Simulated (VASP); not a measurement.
AlN, 4 atoms in the cell. It takes space group P6_3mc (No. 186, hexagonal). Conventional cell: a = 3.076 Å, b = 3.076 Å, c = 5.005 Å, α = 90.00°, β = 90.00°, γ = 120.00°. Al (site symmetry 3m) has 4 N at 1.88 to 1.90 Å within 2.5 Å. Within 2.5 Å of N (site symmetry 3m) lie 4 Al at 1.88 to 1.90 Å.  This cell differs from its parent crystal: in-plane strain -0.01, then relaxed in part.

- Program: VASP 6.6.1
- Task: single point
- Functional: r2SCAN
- Potentials or basis: VASP PAW PBE potentials, release 64 (Al, N)
- Cutoff: 520 eV
- k mesh: 8 × 8 × 4
- Occupations: gaussian, width 0.01 eV
- Spin: no spin polarisation
- Dipole correction: no
- Further INCAR settings: ALGO = Normal; EDIFF = 1e-06; NBANDS = 16

Potentials or basis: VASP PAW PBE potentials, release 64 (Al, N).

Command:

```sh
$ cat potpaw_PBE.64/Al/POTCAR potpaw_PBE.64/N/POTCAR > POTCAR
$ cp INCAR.step1 INCAR
$ mpirun -np 1 vasp_std > vasp.out
$ cp INCAR.step2 INCAR
$ mpirun -np 1 vasp_std > vasp.out
```

Hardware: 1 thread of Intel(R) Xeon(R) Platinum 8488C (Sapphire Rapids) (shared host).

Problem. How long does it take, and how much memory?

Solution. Run time: 78 s on 1 thread of Intel(R) Xeon(R) Platinum 8488C (Sapphire Rapids), on a shared host, peak memory 0.16 GiB. Counts: k points 30.
